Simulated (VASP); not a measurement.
# LaP (Fm-3m) in VASP: a series of runs

Runs on LaP. Level: LDA. Tasks: single point.

Program: VASP 6.6.1. These are calculated values, not measurements. Logs are shortened: lines on timing, memory, paths and dates and some standing lists are left out, and cuts for length are marked.

## 1. The cell of the first run

It takes space group Fm-3m (No. 225, cubic). The conventional cell has a = 4.470 Å, b = 4.470 Å, c = 4.470 Å, α = 90.00°, β = 90.00°, γ = 90.00°. Within 3.0 Å of La (site symmetry m-3m) lie 6 P at 2.23 Å. Within 3.0 Å of P (site symmetry m-3m) lie 6 La at 2.23 Å.

## 2. Single point, LDA

File INCAR:

```
  ALGO = Normal
  EDIFF = 1E-7
  ENCUT = 520
  GGA = CA
  ISIF = 2
  ISMEAR = -1
  LASPH = T
  LCHARG = T
  LELF = T
  LREAL = F
  LVHAR = T
  LWAVE = F
  NBANDS = 15
  NELM = 80
  PREC = Accurate
  SIGMA = 0.05
```

File KPOINTS:

```
k-points
0
Gamma
  10 10 10
```

File POSCAR:

```
LaP
1.0
    0.0000000000      2.2349179553      2.2349179553
    2.2349179553      0.0000000000      2.2349179553
    2.2349179553      2.2349179553      0.0000000000
La P
1 1
Direct
    0.0000000000      0.0000000000      0.0000000000
    0.5000000000      0.5000000000      0.5000000000
```

Potentials or basis: VASP PAW LDA potentials, release 64 (La, P).

Started as:

```
cat potpaw_LDA.64/La/POTCAR potpaw_LDA.64/P/POTCAR > POTCAR
mpirun -np 1 vasp_std > vasp.out
```

OUTCAR:

```text
EDIFF = 1E-7
   ENCUT = 520
   GGA = CA
   ISIF = 2
   ISMEAR = -1
   LASPH = T
   LREAL = F
   NELM = 80
   PREC = Accurate

 ion  position               nearest neighbor table
   1  0.000  0.000  0.000-   2 2.23   2 2.23   2 2.23   2 2.23   2 2.23   2 2.23
   2  0.500  0.500  0.500-   1 2.23   1 2.23   1 2.23   1 2.23   1 2.23   1 2.23

  LATTYP: Found a face centered cubic cell.
 ALAT       =     4.4698359106

  Lattice vectors:

 A1 = (   0.0000000000,   2.2349179553,   2.2349179553)
 A2 = (   2.2349179553,   0.0000000000,   2.2349179553)
 A3 = (   2.2349179553,   2.2349179553,   0.0000000000)

Analysis of symmetry for initial positions (statically):
=====================================================================
 Subroutine PRICEL returns:
 Original cell was already a primitive cell.

 Routine SETGRP: Setting up the symmetry group for a
 face centered cubic supercell.

 Subroutine GETGRP returns: Found 48 space group operations
 (whereof 48 operations were pure point group operations)
 out of a pool of 48 trial point group operations.

The static configuration has the point symmetry O_h .

Analysis of symmetry for dynamics (positions and initial velocities):
=====================================================================
 Subroutine PRICEL returns:
 Original cell was already a primitive cell.

 Routine SETGRP: Setting up the symmetry group for a
 face centered cubic supercell.

 Subroutine GETGRP returns: Found 48 space group operations
 (whereof 48 operations were pure point group operations)
 out of a pool of 48 trial point group operations.

The dynamic configuration has the point symmetry O_h .

 Subroutine INISYM returns: Found 48 space group operations
 (whereof 48 operations are pure point group operations),
 and found     1 'primitive' translations

----------------------------------------------------------------------------------------

                                     Primitive cell

  volume of cell :      22.3262

  direct lattice vectors                    reciprocal lattice vectors
     0.000000000  2.234917955  2.234917955    -0.223721859  0.223721859  0.223721859
     2.234917955  0.000000000  2.234917955     0.223721859 -0.223721859  0.223721859
     2.234917955  2.234917955  0.000000000     0.223721859  0.223721859 -0.223721859

  length of vectors
     3.160651283  3.160651283  3.160651283     0.387497627  0.387497627  0.387497627

  position of ions in fractional coordinates (direct lattice)
     0.000000000  0.000000000  0.000000000
     0.500000000  0.500000000  0.500000000

  ion indices of the primitive-cell ions
   primitive index   ion index
                 1           1
                 2           2

----------------------------------------------------------------------------------------

 KPOINTS: k-points

Automatic generation of k-mesh.
 Grid dimensions read from file:
 generate k-points for:   10   10   10

 Generating k-lattice:

  Cartesian coordinates                     Fractional coordinates (reciprocal lattice)
    -0.022372186  0.022372186  0.022372186     0.100000000  0.000000000  0.000000000
     0.022372186 -0.022372186  0.022372186     0.000000000  0.100000000  0.000000000
     0.022372186  0.022372186 -0.022372186     0.000000000  0.000000000  0.100000000

  Length of vectors
     0.038749763  0.038749763  0.038749763

  Shift w.r.t. Gamma in fractional coordinates (k-lattice)
     0.000000000  0.000000000  0.000000000

 Subroutine IBZKPT returns following result:
 ===========================================

 Found     47 irreducible k-points:

 Following reciprocal coordinates:
            Coordinates               Weight
  0.000000  0.000000  0.000000      1.000000
  0.100000  0.000000  0.000000      8.000000
  0.200000  0.000000  0.000000      8.000000
  0.300000  0.000000  0.000000      8.000000
  0.400000  0.000000  0.000000      8.000000
  0.500000  0.000000  0.000000      4.000000
[... 16 lines left out ...]
  0.300000  0.300000  0.000000      6.000000
  0.400000  0.300000  0.000000     24.000000
 [... further k-points ...]
   k-points           NKPTS =     47   k-points in BZ     NKDIM =     47   number of bands    NBANDS=     15
   number of dos      NEDOS =    301   number of ions     NIONS =      2
   total plane-waves  NPLWV =  13824
   dimension x,y,z NGX =    24 NGY =   24 NGZ =   24
   dimension x,y,z NGXF=    48 NGYF=   48 NGZF=   48
   ions per type =               1   1
   NGX,Y,Z   is equivalent  to a cutoff of  12.62, 12.62, 12.62 a.u.
   NGXF,Y,Z  is equivalent  to a cutoff of  25.25, 25.25, 25.25 a.u.
 SYSTEM =  unknown system
   PREC   = accura    normal or accurate (medium, high low for compatibility)
   ISTART =      0    job   : 0-new  1-cont  2-samecut
   ICHARG =      2    charge: 1-file 2-atom 10-const
   ISPIN  =      1    spin polarized calculation?
   LNONCOLLINEAR =      F non collinear calculations
   LSORBIT =      F    spin-orbit coupling
   LASPH  =      T    aspherical Exc in radial PAW
   ENCUT  =  520.0 eV  38.22 Ry    6.18 a.u.   5.88  5.88  5.88*2*pi/ulx,y,z
   NELM   =     80;   NELMIN=  2; NELMDL= -5     # of ELM steps
   EDIFF  = 0.1E-06   stopping-criterion for ELM
   LREAL  =      F    real-space projection
   EDIFFG = 0.1E-05   stopping-criterion for IOM
   NSW    =      0    number of steps for IOM
   IBRION =     -1    ionic relax: 0-MD 1-quasi-New 2-CG
   NFREE  =      0    steps in history (QN), initial steepest desc. (CG)
   ISIF   =      2    stress and relaxation
   ISYM   =      2    0-nonsym 1-usesym 2-fastsym
   POTIM  = 0.5000    time-step for ionic-motion
   TEBEG  =    0.0;   TEEND  =   0.0 temperature during run
   PSTRESS=    0.0 pullay stress
   NELECT =      16.0000    total number of electrons
   NUPDOWN=      -1.0000    fix difference up-down
   EMIN   =  10.00;   EMAX   =-10.00  energy-range for DOS
   EFERMI =   0.00;   METHOD = LEGACY
   ISMEAR =    -1;   SIGMA  =   0.05  broadening in eV -4-tet -1-fermi 0-gaus
   EFERMI_NEDOS =   21; number of points for ismear=-14 and -15
   IALGO  =     38    algorithm
   IMIX   =      4    mixing-type and parameters
     AMIX     =   0.40;   BMIX     =  1.00
     AMIX_MAG =   1.60;   BMIX_MAG =  1.00
  volume/ion in A,a.u.               =      11.16        75.33
  Fermi-wavevector in a.u.,A,eV,Ry     =   1.465019  2.768484 29.201919  2.146281
  Thomas-Fermi vector in A             =   2.580926
   LORBIT       =      0    0 simple, 1 ext, 2 COOP (PROOUT), +10 PAW based schemes
   GGA     = CA    functional components
   LHFCALC =     F    Hartree Fock is set to
   AEXX    =    0.0000 exact exchange contribution
   IVDW    =     0    specifies the selected vdW correction
   LEPSILON=     F    determine dielectric tensor
   LRPA    =     F    only Hartree local field effects (RPA)
 non-spin polarized calculation
  energy-cutoff  :      520.00
  volume of cell :       22.33
 maximum number of plane-waves:       620
   NGX = 11   NGY = 11   NGZ = 11

 number of electron      16.0000001 magnetization

 Free energy of the ion-electron system (eV)
  ---------------------------------------------------
  ext. energy  EPLUGINS =         0.00000000
  ---------------------------------------------------
  free energy    TOTEN  =        -1.21010575 eV

  energy without entropy =       -1.18992094  energy(sigma->0) =       -1.20001335

 E-fermi :  20.1136     XC(G=0): -14.1914

 val. band max:       20.1096768437   @ k =   0.3000   0.3000   0.0000
 cond. band min:      20.1187169039   @ k =   0.5000   0.2000   0.0000
 fundamental gap:      0.0090400602
 Fermi energy:        20.1136249306

 k-point     1 :       0.0000    0.0000    0.0000
  band No.  band energies     occupation
      1     -13.2304      2.00000
      2       5.9164      2.00000
      3       5.9164      2.00000
      4       5.9164      2.00000
      5      11.3174      2.00000
      6      18.7883      2.00000
      7      18.7883      2.00000
      8      18.7883      2.00000
      9      19.0296      2.00000
     10      19.0296      2.00000
     11      19.0296      2.00000
     12      21.3987      0.00000
     13      21.3987      0.00000
     14      21.6870      0.00000
     15      25.9587      0.00000

 k-point     2 :       0.1000    0.0000    0.0000
  band No.  band energies     occupation
      1     -13.0941      2.00000
      2       4.7610      2.00000
      3       5.8547      2.00000
      4       5.8547      2.00000
      5      12.2474      2.00000
      6      17.9566      2.00000
      7      17.9566      2.00000
      8      18.1364      2.00000
      9      19.1564      2.00000
     10      19.1719      2.00000
     11      19.1719      2.00000
     12      22.4453      0.00000
     13      22.4453      0.00000
     14      22.5307      0.00000
     15      25.9676      0.00000

 k-point     3 :       0.2000    0.0000    0.0000
  band No.  band energies     occupation
      1     -12.7096      2.00000
      2       2.6122      2.00000
      3       5.7022      2.00000
      4       5.7022      2.00000
      5      13.5170      2.00000
      6      16.5074      2.00000
      7      16.5074      2.00000
      8      17.4056      2.00000
      9      19.4901      1.99999
     10      20.0784      1.33856
     11      20.0784      1.33856
     12      23.8123      0.00000
     13      23.8123      0.00000
     14      24.0543      0.00000
     15      25.9909      0.00000
[... 343 lines left out ...]
 k-point    23 :       0.3000    0.3000    0.0000
  band No.  band energies     occupation
      1     -11.8239      2.00000
      2       1.5127      2.00000
      3       4.0153      2.00000
      4       4.0153      2.00000
      5       9.5781      2.00000
      6      15.3298      2.00000
      7      20.1097      1.03946
      8      20.3478      0.01833
      9      20.3478      0.01833
     10      22.6657      0.00000
     11      23.5072      0.00000
     12      23.5072      0.00000
     13      24.4269      0.00000
     14      25.0093      0.00000
     15      25.5781      0.00000

 k-point    24 :       0.4000    0.3000    0.0000
  band No.  band energies     occupation
      1     -11.4207      2.00000
      2       0.7121      2.00000
      3       3.4125      2.00000
      4       3.7903      2.00000
      5       9.0310      2.00000
      6      15.3917      2.00000
      7      19.7840      1.99726
      8      20.1959      0.32318
      9      21.8212      0.00000
     10      23.6190      0.00000
     11      23.9913      0.00000
     12      24.0229      0.00000
     13      24.6799      0.00000
     14      25.3640      0.00000
     15      25.5136      0.00000

 [... further k-points ...]
[... 5 lines left out ...]
  --------------------------------------------------------------------------------------
  -------------------------------------------------------------------------------------
  Total       34.0929301     34.0929301     34.0929301      0.0000000      0.0000000      0.0000000
  in kB     2446.5841636   2446.5841636   2446.5841636      0.0000000      0.0000000      0.0000000
  external PRESSURE =    2446.5841636 kB  Pullay stress =       0.0000000 kB

 VOLUME and BASIS-vectors are now :
 -----------------------------------------------------------------------------
  energy-cutoff  :      520.00
  volume of cell :       22.33
      direct lattice vectors                 reciprocal lattice vectors
     0.000000000  2.234917955  2.234917955    -0.223721859  0.223721859  0.223721859
     2.234917955  0.000000000  2.234917955     0.223721859 -0.223721859  0.223721859
     2.234917955  2.234917955  0.000000000     0.223721859  0.223721859 -0.223721859

 POSITION                                       TOTAL-FORCE (eV/Angst)
 -----------------------------------------------------------------------------------
      0.00000      0.00000      0.00000         0.000000      0.000000      0.000000
      2.23492      2.23492      2.23492        -0.000000     -0.000000     -0.000000
 -----------------------------------------------------------------------------------
    total drift:                                0.000000     -0.000000     -0.000000

  FREE ENERGIE OF THE ION-ELECTRON SYSTEM (eV)
  ---------------------------------------------------
  free  energy   TOTEN  =        -1.2101057540 eV

  energy  without entropy=       -1.1899209432  energy(sigma->0) =       -1.20001335
```

Run time: 8.3 s. Hardware: 1 thread of Intel Xeon Platinum 8488C (Sapphire Rapids), shared host; peak memory 0.15 GiB.

What came out:

```yaml
Free_energy: -1.2101 eV
Pressure: 244.7 GPa
Band_gap_on_the_k_mesh: zero (bands 8 and 9 overlap by 3.06 eV)
```

Caveat: the cell stands under pressure; spin-orbit coupling is left out, which moves the levels of the heavy elements.

(Part 1 of 2 ends here.)
